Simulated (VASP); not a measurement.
# AlN (P6_3mc) in VASP: further runs, part 2 of 2

VASP 6.6.1. Earlier steps stand in the parts before.

## (5) Single point, PBE

This run uses another cell than the first one, of 10.45 Å³/atom, 0.962 times its volume.

File INCAR:

```
ALGO = Normal
EDIFF = 1E-7
ENCUT = 520
GGA = PE
ISIF = 2
ISMEAR = -1
LASPH = True
LCHARG = False
LREAL = False
LWAVE = False
NBANDS = 16
NELM = 60
PREC = Accurate
SIGMA = 0.05
```

File KPOINTS:

```
k-points
0
Gamma
  7 7 5
```

File POSCAR:

```
AlN
1.0
    3.1130000000      0.0000000000      0.0000000000
   -1.5565000000      2.6959370820      0.0000000000
    0.0000000000      0.0000000000      4.9810000000
Al N
2 2
Direct
    0.6666666667      0.3333333333      0.5000000000
    0.3333333333      0.6666666667      0.0000000000
    0.6666666667      0.3333333333      0.8800000000
    0.3333333333      0.6666666667      0.3800000000
```

Potentials or basis: VASP PAW PBE potentials, release 64 (Al, N).

The run is started by

```sh
cat potpaw_PBE.64/Al/POTCAR potpaw_PBE.64/N/POTCAR > POTCAR
mpirun -np 1 vasp_std > vasp.out
```

OUTCAR:

```text
EDIFF = 1E-7
   ENCUT = 520
   GGA = PE
   ISIF = 2
   ISMEAR = -1
   LASPH = True
   LREAL = False
   NELM = 60
   PREC = Accurate

 ion  position               nearest neighbor table
   1  0.667  0.333  0.500-   3 1.89   4 1.89   4 1.89   4 1.89   2 3.07   2 3.07   2 3.07   2 3.07
                             2 3.07   2 3.07
   2  0.333  0.667  0.000-   4 1.89   3 1.89   3 1.89   3 1.89   1 3.07   1 3.07   1 3.07   1 3.07
                             1 3.07   1 3.07
   3  0.667  0.333  0.880-   1 1.89   2 1.89   2 1.89   2 1.89
[... 657 lines left out ...]
  Direction    XX          YY          ZZ          XY          YZ          ZX
  --------------------------------------------------------------------------------------
  -------------------------------------------------------------------------------------
  Total        0.7583049      0.7583049      1.1892880      0.0000000     -0.0000000     -0.0000000
  in kB       29.0635733     29.0635733     45.5818756      0.0000000     -0.0000000     -0.0000000
  external PRESSURE =      34.5696741 kB  Pullay stress =       0.0000000 kB

 VOLUME and BASIS-vectors are now :
 -----------------------------------------------------------------------------
  energy-cutoff  :      520.00
  volume of cell :       41.80
      direct lattice vectors                 reciprocal lattice vectors
     3.113000000  0.000000000  0.000000000     0.321233537  0.185464269  0.000000000
    -1.556500000  2.695937082  0.000000000     0.000000000  0.370928538  0.000000000
     0.000000000  0.000000000  4.981000000     0.000000000  0.000000000  0.200762899

 POSITION                                       TOTAL-FORCE (eV/Angst)
 -----------------------------------------------------------------------------------
      1.55650      0.89865      2.49050        -0.000000     -0.000000     -0.129170
     -0.00000      1.79729      0.00000         0.000000     -0.000000     -0.129170
      1.55650      0.89865      4.38328        -0.000000      0.000000      0.129170
     -0.00000      1.79729      1.89278         0.000000     -0.000000      0.129170
 -----------------------------------------------------------------------------------
    total drift:                               -0.000000     -0.000000      0.000367

  FREE ENERGIE OF THE ION-ELECTRON SYSTEM (eV)
  ---------------------------------------------------
  free  energy   TOTEN  =       -29.7709805998 eV

  energy  without entropy=      -29.7709805997  energy(sigma->0) =      -29.77098060
```

OSZICAR:

```text
N       E                     dE             d eps       ncg     rms          rms(c)
DAV:   1     0.408712166667E+02    0.40871E+02   -0.73577E+03   768   0.900E+02
DAV:   2    -0.311027640308E+02   -0.71974E+02   -0.66391E+02  1072   0.185E+02
DAV:   3    -0.344974772047E+02   -0.33947E+01   -0.33875E+01   952   0.425E+01
DAV:   4    -0.345179058766E+02   -0.20429E-01   -0.20427E-01   976   0.372E+00
DAV:   5    -0.345181741592E+02   -0.26828E-03   -0.26828E-03   960   0.429E-01    0.122E+01
DAV:   6    -0.297588029418E+02    0.47594E+01   -0.10680E+01   920   0.237E+01    0.416E+00
DAV:   7    -0.297828100380E+02   -0.24007E-01   -0.68046E-01   800   0.579E+00    0.295E+00
DAV:   8    -0.297755233829E+02    0.72867E-02   -0.60781E-02   880   0.227E+00    0.594E-01
DAV:   9    -0.297704343691E+02    0.50890E-02   -0.12346E-02  1008   0.821E-01    0.247E-01
DAV:  10    -0.297710606850E+02   -0.62632E-03   -0.22899E-03   816   0.302E-01    0.133E-01
DAV:  11    -0.297709776888E+02    0.82996E-04   -0.17929E-04   968   0.103E-01    0.329E-02
DAV:  12    -0.297709807594E+02   -0.30707E-05   -0.11595E-05   880   0.272E-02    0.710E-03
DAV:  13    -0.297709805990E+02    0.16038E-06   -0.44073E-06   896   0.163E-02    0.517E-03
DAV:  14    -0.297709805998E+02   -0.76943E-09   -0.33648E-07   896   0.495E-03
   1 F= -.29770981E+02 E0= -.29770981E+02  d E =-.660945E-10
```

Wall time 31 s (1 thread of AMD EPYC 7R13, shared host); peak memory 0.13 GiB.

Results:

```yaml
Free_energy: -29.7710 eV
Pressure: 3.5 GPa
Largest_force: 0.129 eV/Å
Band_gap_on_the_k_mesh: 4.22 eV, direct
```

Forces on the atoms (eV/Å):
```
Al   0.000  0.000 -0.129
Al   0.000  0.000 -0.129
N    0.000  0.000  0.129
N    0.000  0.000  0.129
```

Stress tensor (GPa, compression positive):
```
2.91 0.00 0.00
0.00 2.91 0.00
0.00 0.00 4.56
```

Levels at points of the mesh, in eV from the valence-band top:
| k point | band 6 | band 7 | band 8 | band 9 | band 10 | band 11 |
| --- | --- | --- | --- | --- | --- | --- |
| (0.00, 0.00, 0.00) | -0.18 | -0.18 | 0.00 | 4.22 | 6.66 | 10.61 |

## (6) Single point, revPBE+D3(BJ)

This run uses another cell than the first one, of 10.34 Å³/atom, 0.951 times its volume.

File INCAR:

```
SYSTEM = AlN
PREC = Accurate
ENCUT = 520
EDIFF = 1E-7
ISMEAR = -1
SIGMA = 0.05
LREAL = .FALSE.
LASPH = .TRUE.
NELM = 80
ALGO = Normal
ISIF = 2
LWAVE = .FALSE.
LCHARG = .FALSE.
GGA = RE
IVDW = 12
NBANDS = 16
```

File KPOINTS:

```
regular mesh
0
G
  10 10 6
  0 0 0
```

File POSCAR:

```
AlN
1.0
    3.1021232101      0.0000000000      0.0000000000
   -1.5510616051      2.6865175056      0.0000000000
    0.0000000000      0.0000000000      4.9636116219
Al N
2 2
Direct
    0.6666666667      0.3333333333      0.4989586896
    0.3333333333      0.6666666667     -0.0010413104
    0.6666666667      0.3333333333      0.8810413104
    0.3333333333      0.6666666667      0.3810413104
```

Potentials or basis: VASP PAW PBE potentials, release 64 (Al, N).

The run is started by

```sh
cat potpaw_PBE.64/Al/POTCAR potpaw_PBE.64/N/POTCAR > POTCAR
mpirun -np 1 vasp_std > vasp.out
```

OUTCAR:

```text
SYSTEM = AlN
   PREC = Accurate
   ENCUT = 520
   EDIFF = 1E-7
   ISMEAR = -1
   LREAL = .FALSE.
   LASPH = .TRUE.
   NELM = 80
   ISIF = 2
   GGA = RE
   IVDW = 12
 IVDW          = 12

 ion  position               nearest neighbor table
   1  0.667  0.333  0.499-   4 1.88   4 1.88   4 1.88   3 1.90   2 3.06   2 3.06   2 3.06   2 3.06
                             2 3.06   2 3.06
   2  0.333  0.667  0.999-   3 1.88   3 1.88   3 1.88   4 1.90   1 3.06   1 3.06   1 3.06   1 3.06
                             1 3.06   1 3.06
   3  0.667  0.333  0.881-   2 1.88   2 1.88   2 1.88   1 1.90
   4  0.333  0.667  0.381-   1 1.88   1 1.88   1 1.88   2 1.90

  LATTYP: Found a hexagonal cell.
 ALAT       =     3.1021232101
 C/A-ratio  =     1.6000691416

  Lattice vectors:

 A1 = (   3.1021232101,   0.0000000000,   0.0000000000)
 A2 = (  -1.5510616051,   2.6865175056,   0.0000000000)
 A3 = (   0.0000000000,   0.0000000000,   4.9636116219)

Analysis of symmetry for initial positions (statically):
=====================================================================
 Subroutine PRICEL returns:
 Original cell was already a primitive cell.

 Routine SETGRP: Setting up the symmetry group for a
 hexagonal supercell.

 Subroutine GETGRP returns: Found 12 space group operations
 (whereof  6 operations were pure point group operations)
 out of a pool of 24 trial point group operations.

The static configuration has the point symmetry C_3v.
 The point group associated with its full space group is C_6v.

Analysis of symmetry for dynamics (positions and initial velocities):
=====================================================================
 Subroutine PRICEL returns:
 Original cell was already a primitive cell.

 Routine SETGRP: Setting up the symmetry group for a
 hexagonal supercell.

 Subroutine GETGRP returns: Found 12 space group operations
 (whereof  6 operations were pure point group operations)
 out of a pool of 24 trial point group operations.

The dynamic configuration has the point symmetry C_3v.
 The point group associated with its full space group is C_6v.

 Subroutine INISYM returns: Found 12 space group operations
 (whereof  6 operations are pure point group operations),
 and found     1 'primitive' translations

----------------------------------------------------------------------------------------

                                     Primitive cell

  volume of cell :      41.3663

  direct lattice vectors                    reciprocal lattice vectors
     3.102123210  0.000000000  0.000000000     0.322359859  0.186114551  0.000000000
    -1.551061605  2.686517506  0.000000000     0.000000000  0.372229103  0.000000000
     0.000000000  0.000000000  4.963611622     0.000000000  0.000000000  0.201466206

  length of vectors
     3.102123210  3.102123210  4.963611622     0.372229103  0.372229103  0.201466206

  position of ions in fractional coordinates (direct lattice)
     0.666666667  0.333333333  0.498958690
     0.333333333  0.666666667  0.998958690
     0.666666667  0.333333333  0.881041310
     0.333333333  0.666666667  0.381041310

  ion indices of the primitive-cell ions
   primitive index   ion index
                 1           1
                 2           2
                 3           3
                 4           4

[... 30 lines left out ...]
  0.200000  0.000000  0.000000      6.000000
  0.300000  0.000000  0.000000      6.000000
  0.400000  0.000000  0.000000      6.000000
  0.500000  0.000000  0.000000      3.000000
[... 16 lines left out ...]
  0.300000  0.100000  0.166667     24.000000
  0.400000  0.100000  0.166667     24.000000
 [... further k-points ...]
   k-points           NKPTS =     56   k-points in BZ     NKDIM =     56   number of bands    NBANDS=     16
   number of dos      NEDOS =    301   number of ions     NIONS =      4
   total plane-waves  NPLWV =  23040
   dimension x,y,z NGX =    24 NGY =   24 NGZ =   40
   dimension x,y,z NGXF=    48 NGYF=   48 NGZF=   80
   ions per type =               2   2
   NGX,Y,Z   is equivalent  to a cutoff of  12.86, 12.86, 13.40 a.u.
   NGXF,Y,Z  is equivalent  to a cutoff of  25.72, 25.72, 26.79 a.u.
 SYSTEM =  AlN
   PREC   = accura    normal or accurate (medium, high low for compatibility)
   ISTART =      0    job   : 0-new  1-cont  2-samecut
   ICHARG =      2    charge: 1-file 2-atom 10-const
   ISPIN  =      1    spin polarized calculation?
   LNONCOLLINEAR =      F non collinear calculations
   LSORBIT =      F    spin-orbit coupling
   LASPH  =      T    aspherical Exc in radial PAW
   ENCUT  =  520.0 eV  38.22 Ry    6.18 a.u.   5.77  5.77  9.23*2*pi/ulx,y,z
   NELM   =     80;   NELMIN=  2; NELMDL= -5     # of ELM steps
   EDIFF  = 0.1E-06   stopping-criterion for ELM
   LREAL  =      F    real-space projection
   EDIFFG = 0.1E-05   stopping-criterion for IOM
   NSW    =      0    number of steps for IOM
   IBRION =     -1    ionic relax: 0-MD 1-quasi-New 2-CG
   NFREE  =      0    steps in history (QN), initial steepest desc. (CG)
   ISIF   =      2    stress and relaxation
   ISYM   =      2    0-nonsym 1-usesym 2-fastsym
   POTIM  = 0.5000    time-step for ionic-motion
   TEBEG  =    0.0;   TEEND  =   0.0 temperature during run
   PSTRESS=    0.0 pullay stress
   NELECT =      16.0000    total number of electrons
   NUPDOWN=      -1.0000    fix difference up-down
   EMIN   =  10.00;   EMAX   =-10.00  energy-range for DOS
   EFERMI =   0.00;   METHOD = LEGACY
   ISMEAR =    -1;   SIGMA  =   0.05  broadening in eV -4-tet -1-fermi 0-gaus
   EFERMI_NEDOS =   21; number of points for ismear=-14 and -15
   IALGO  =     38    algorithm
   IMIX   =      4    mixing-type and parameters
     AMIX     =   0.40;   BMIX     =  1.00
     AMIX_MAG =   1.60;   BMIX_MAG =  1.00
  volume/ion in A,a.u.               =      10.34        69.79
  Fermi-wavevector in a.u.,A,eV,Ry     =   1.192795  2.254057 19.357840  1.422761
  Thomas-Fermi vector in A             =   2.328825
   LORBIT       =      0    0 simple, 1 ext, 2 COOP (PROOUT), +10 PAW based schemes
   GGA     = RE    functional components
   LHFCALC =     F    Hartree Fock is set to
   AEXX    =    0.0000 exact exchange contribution
   IVDW    =    12    specifies the selected vdW correction
   LEPSILON=     F    determine dielectric tensor
   LRPA    =     F    only Hartree local field effects (RPA)
 non-spin polarized calculation
  energy-cutoff  :      520.00
  volume of cell :       41.37
 maximum number of plane-waves:      1132
 NGX is ok and might be reduce to    24
   NGX = 11   NGY = 11   NGZ = 19

 number of electron      15.9999996 magnetization

 Free energy of the ion-electron system (eV)
  ---------------------------------------------------
  ext. energy  EPLUGINS =         0.00000000
  ---------------------------------------------------
  free energy    TOTEN  =       -28.53641573 eV

  energy without entropy =      -28.53641573  energy(sigma->0) =      -28.53641573

 E-fermi :   7.3015     XC(G=0): -10.8597

 val. band max:        6.3430837262   @ k =   0.0000   0.0000   0.0000
 cond. band min:      10.6611582611   @ k =   0.0000   0.0000   0.0000
 fundamental gap:      4.3180745349
 Fermi energy:         7.3014610836

 k-point     1 :       0.0000    0.0000    0.0000
  band No.  band energies     occupation
      1      -8.9444      2.00000
      2      -6.7856      2.00000
      3       0.3229      2.00000
      4       5.4604      2.00000
      5       5.4604      2.00000
      6       6.1122      2.00000
[... 433 lines left out ...]
      3       0.9099      2.00000
      4       1.9292      2.00000
      5       3.2607      2.00000
      6       4.0362      2.00000
[... 8 lines left out ...]
     15      19.0885      0.00000
     16      21.4483      0.00000

 [... further k-points ...]

------------------------ aborting loop because EDIFF is reached ----------------------------------------

 Edisp (eV)   -2.12147

 E8    (eV) :    -1.4057

  FORCE on cell =-STRESS in cart. coord.  units (eV):
  Direction    XX          YY          ZZ          XY          YZ          ZX
  --------------------------------------------------------------------------------------
  -------------------------------------------------------------------------------------
  Total      -0.15911    -0.15911    -0.13702     0.00000     0.00000     0.00000
  in kB      -6.16265    -6.16265    -5.30707     0.00000     0.00000     0.00000
  external pressure =       -5.88 kB  Pullay stress =        0.00 kB

 VOLUME and BASIS-vectors are now :
 -----------------------------------------------------------------------------
  energy-cutoff  :      520.00
  volume of cell :       41.37
      direct lattice vectors                 reciprocal lattice vectors
     3.102123210  0.000000000  0.000000000     0.322359859  0.186114551  0.000000000
    -1.551061605  2.686517506  0.000000000     0.000000000  0.372229103  0.000000000
     0.000000000  0.000000000  4.963611622     0.000000000  0.000000000  0.201466206

 POSITION                                       TOTAL-FORCE (eV/Angst)
 -----------------------------------------------------------------------------------
      1.55106      0.89551      2.47664         0.000000      0.000000      0.000564
     -0.00000      1.79101      4.95844        -0.000000      0.000000      0.000564
      1.55106      0.89551      4.37315        -0.000000      0.000000     -0.000564
     -0.00000      1.79101      1.89134         0.000000     -0.000000     -0.000564
 -----------------------------------------------------------------------------------
    total drift:                               -0.000000      0.000000     -0.000653

  FREE ENERGIE OF THE ION-ELECTRON SYSTEM (eV)
  ---------------------------------------------------
  free  energy   TOTEN  =       -30.6578872114 eV

  energy  without entropy=      -30.6578872113  energy(sigma->0) =      -30.65788721
```

stdout:

```text
POSCAR found type information on POSCAR AlN
 POSCAR found :  2 types and       4 ions
 scaLAPACK will be used
 -----------------------------------------------------------------------------
|                                                                             |
|                                                                             |
|     You enforced a specific xc type in the INCAR file but a different       |
|     I HOPE YOU KNOW WHAT YOU ARE DOING!                                     |
|                                                                             |
 -----------------------------------------------------------------------------

 LDA part: xc-table for (Slater+PW92), standard interpolation
 POSCAR, INCAR and KPOINTS ok, starting setup
 FFT: planning ... GRIDC
 FFT: planning ... GRID_SOFT
 FFT: planning ... GRID
 WAVECAR not read
 entering main loop
```

It took 26 s on 1 thread of Intel Xeon Platinum 8175M at 2.50GHz (Skylake/Cascade Lake), shared host; peak memory 0.18 GiB.

What came out:

```yaml
Free_energy: -30.6579 eV
Pressure: -0.6 GPa
Band_gap_on_the_k_mesh: 4.32 eV, direct
Dispersion_energy_per_atom: -0.530 eV
```

Caveat: the PAW data sets were made with another functional, which shifts forces and pressure a little.

## (7) Summary

```tsv
level	cell	k mesh	smearing	gap on the mesh (eV)	pressure (GPa)	largest force (eV/Å)
RPBE+D3(BJ)	a = 3.154, b = 3.154, c = 5.047 Å, angles 90.0, 90.0, 120.0°, 4 atoms	10 × 10 × 6	fermi-dirac 0.05 eV	3.93	-20.6	0.12
PBE	a = 3.113, b = 3.113, c = 4.981 Å, angles 90.0, 90.0, 120.0°, 4 atoms	10 × 10 × 6	gaussian 0.011 eV	4.22	3.5	0.13
PBE	a = 3.130, b = 3.130, c = 5.018 Å, angles 90.0, 90.0, 120.0°, 4 atoms	10 × 10 × 6	fermi-dirac 0.05 eV	4.04	-0.3	-
PBE	a = 3.113, b = 3.113, c = 4.981 Å, angles 90.0, 90.0, 120.0°, 4 atoms	7 × 7 × 5	fermi-dirac 0.05 eV	4.22	3.5	0.13
revPBE+D3(BJ)	a = 3.102, b = 3.102, c = 4.964 Å, angles 90.0, 90.0, 120.0°, 4 atoms	10 × 10 × 6	fermi-dirac 0.05 eV	4.32	-0.6	-
```

Alike in all rows: task single point; potentials or basis VASP PAW PBE potentials, release 64 (Al, N); no spin polarisation; cutoff (eV) 520.

Caveats: the PAW data sets were made with another functional, which shifts forces and pressure a little (some runs).

Absolute energies hang on the potentials; compare differences alone.

## (8) Against experiment

Step 4. Measured gap of AlN: 6.034 eV (an exciton energy, a little under the gap; 10 K; quoted in “Self-assembly of well-separated AlN nanowires directly on sputtered metallic TiN films”, 2019, arxiv:1910.07391). This calculation gives 4.04 eV (-1.99 eV). 2 values of this kind are on record (6.034 to 6.0343 eV); this one was drawn at random. The value is that of PBE, without temperature or zero-point motion. Semilocal functionals fall short of measured gaps as a rule.

Step 6. Measured gap of AlN: 6.034 eV (an exciton energy, a little under the gap; 10 K; quoted in “Self-assembly of well-separated AlN nanowires directly on sputtered metallic TiN films”, 2019, arxiv:1910.07391). This calculation gives 4.32 eV (-1.72 eV). 2 values of this kind are on record (6.034 to 6.0343 eV); this one was drawn at random. The value is that of revPBE+D3(BJ) on a finite k mesh, which can miss the band edges, without temperature or zero-point motion. Semilocal functionals fall short of measured gaps as a rule.
